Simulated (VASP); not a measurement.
## ZrAl3N4: relaxation of cell and atoms with PBE

The system is ZrAl3N4.

```xyz
8
Lattice="4.2975 0.0000 0.0000 0.0000 4.2975 0.0000 0.0000 0.0000 4.2975" Properties=species:S:1:pos:R:3 pbc="T T T"
Zr    0.0000    0.0000    0.0000
Al    2.1488    0.0000    2.1488
Al    2.1488    2.1488    0.0000
Al    0.0000    2.1488    2.1488
N     0.0000    2.1488    0.0000
N     2.1488    2.1488    2.1488
N     0.0000    0.0000    2.1488
N     2.1488    0.0000    0.0000
```

```json
{
 "Program": "VASP 6.6.1",
 "Task": "relaxation of cell and atoms",
 "Functional": "PBE",
 "Potentials or basis": "VASP PAW PBE potentials, release 64 (Zr_sv, Al, N)",
 "Cutoff": "600 eV",
 "k mesh": "10 × 10 × 10",
 "Occupations": "gaussian, width 0.1 eV",
 "Spin": "no spin polarisation",
 "Dipole correction": "no",
 "Further INCAR settings": "ALGO = Normal; EDIFF = 1e-07; IBRION = 2; EDIFFG = -0.01; NSW = 100; ISIF = 3"
}
```

```yaml
Relaxed_volume: 9.86 Å³/atom
Relaxed_cell: a = 4.288 Å, b = 4.288 Å, c = 4.288 Å, α = 90.00°, β = 90.00°, γ = 90.00°
Space_group_after_relaxing_to_0.05_Å: Pm-3m (No. 221)
Energy_gained_by_relaxing: 0.3 meV/atom
Ionic_steps: 3
Pressure_after_relaxing: 0.0 GPa
```

The path:
| step | energy change (eV) | largest force (eV/Å) | pressure (GPa) | volume (Å³) |
| --- | --- | --- | --- | --- |
| 1 | 0.0000 | 0.0000 | -1.41 | 79.37 |
| 2 | -0.0003 | 0.0000 | 1.32 | 78.37 |
| 3 | -0.0023 | 0.0000 | 0.00 | 78.85 |

Final structure:
```cif
data_structure
_symmetry_space_group_name_H-M 'P 1'
_symmetry_Int_Tables_number 1
_cell_length_a 4.2881
_cell_length_b 4.2881
_cell_length_c 4.2881
_cell_angle_alpha 90.000
_cell_angle_beta 90.000
_cell_angle_gamma 90.000
_cell_volume 78.85
loop_
_atom_site_label
_atom_site_type_symbol
_atom_site_fract_x
_atom_site_fract_y
_atom_site_fract_z
_atom_site_occupancy
Zr1 Zr 0.00000 0.00000 0.00000 1
Al1 Al 0.50000 0.00000 0.50000 1
Al2 Al 0.50000 0.50000 0.00000 1
Al3 Al 0.00000 0.50000 0.50000 1
N1 N 0.00000 0.50000 0.00000 1
N2 N 0.50000 0.50000 0.50000 1
N3 N 0.00000 0.00000 0.50000 1
N4 N 0.50000 0.00000 0.00000 1
```

Levels at points of the mesh, in eV from the Fermi level:
```tsv
k point	band 18	band 19	band 20	band 21	band 22	band 23
(0.00, 0.00, 0.00)	-2.95	-2.95	-2.95	-1.31	-1.31	-1.31
(0.50, 0.00, 0.00)	-4.97	-3.35	-3.35	-0.88	2.13	2.13
(0.50, 0.50, 0.00)	-4.16	-4.16	-3.87	2.24	2.24	2.72
(0.50, 0.50, 0.50)	-4.27	-4.27	-4.27	1.50	2.05	2.05
```

It took 2.8 min on 1 thread of Intel(R) Xeon(R) 6975P-C (Granite Rapids), on a shared host, peak memory 0.3 GiB.

Caveat: the bands computed are all filled at some k points, so no gap is given.
